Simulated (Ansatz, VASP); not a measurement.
Hf: VASP beside Ansatz

Contents of INCAR:

```
PREC = Accurate ; ENCUT = 400
EDIFF = 1E-6 ; ISMEAR = 1
SIGMA = 0.1 ; LREAL = False
LASPH = True ; NELM = 120
ALGO = Normal ; ISIF = 2
LWAVE = False ; LCHARG = False
LDIPOL = True ; IDIPOL = 3
DIPOL = 0.5 0.5 0.432 ; GGA = PE
IVDW = 12 ; NBANDS = 22
GGA_COMPAT = False ; NELMDL = -8
```

File KPOINTS:

```
Automatic mesh
0
Gamma
  12 12 1
```

The input POSCAR:

```
Hf
1.0
    3.1743096654      0.0000000000      0.0000000000
   -1.5871548327      2.7490328097      0.0000000000
    0.0000000000      0.0000000000     21.9067976069
Hf
3
Direct
    0.6666666667      0.3333333333      0.3195355216
    0.3333333333      0.6666666667      0.4275194295
    0.6666666667      0.3333333333      0.5492553393
```

Input for Ansatz:

```yaml
crystal:
  lattice:
    - [3.1743096654, 0.0, 0.0]
    - [-1.5871548327, 2.7490328097, 0.0]
    - [0.0, 0.0, 21.9067976069]
  atoms:
    - { symbol: Hf, position: [0.6666666667, 0.3333333333, 0.3195355216] }
    - { symbol: Hf, position: [0.3333333333, 0.6666666667, 0.4275194295] }
    - { symbol: Hf, position: [0.6666666667, 0.3333333333, 0.5492553393] }
basis:
  ecutwfc: 420
kpoints:
  mp_grid: { grid: [12, 12, 1] }
hamiltonian:
  xc: pbe
  dispersion: d3bj
  pseudopotentials: { kind: paw, azcp: { folder: soft_1 } }
scf:
  occupations: { method: methfessel_paxton, width: 0.1 }
  n_extra_bands: 7
  max_iter: 160
output:
  forces: true
  eigenvalues: true
efield:
  axis: 3
  dipole_correction: true
```

Alike in both runs: task single point; functional PBE; dispersion D3(BJ); k mesh 12 × 12 × 1; occupations methfessel-paxton of order 1, width 0.1 eV; no spin polarisation.

|  | VASP | Ansatz |
| --- | --- | --- |
| version | VASP 6.6.1 | Ansatz 0.2.0 |
| potentials or method | VASP PAW PBE potentials, release 64 (Hf_pv), cutoff 400 eV | scalar-relativistic, plane waves, PAW |
| valence electrons in the cell | 30 | 78 |

VASP gave:

- gap on the k mesh at the Fermi level (eV): none
- rms of the force components (eV/Å): 0.335

Q: Which values does Ansatz return?

A: gap on the k mesh at the Fermi level (eV): none; rms of the force components (eV/Å): 0.339.

Atom by atom the forces differ by 0.020 eV/Å (rms over components). A gap of «none» marks a metal or a gap that the smearing closes. VASP's potentials hold 30 valence electrons a cell and Ansatz's 78, so a difference there can come from the potentials and not from the codes.

Neither program's run includes spin-orbit coupling.
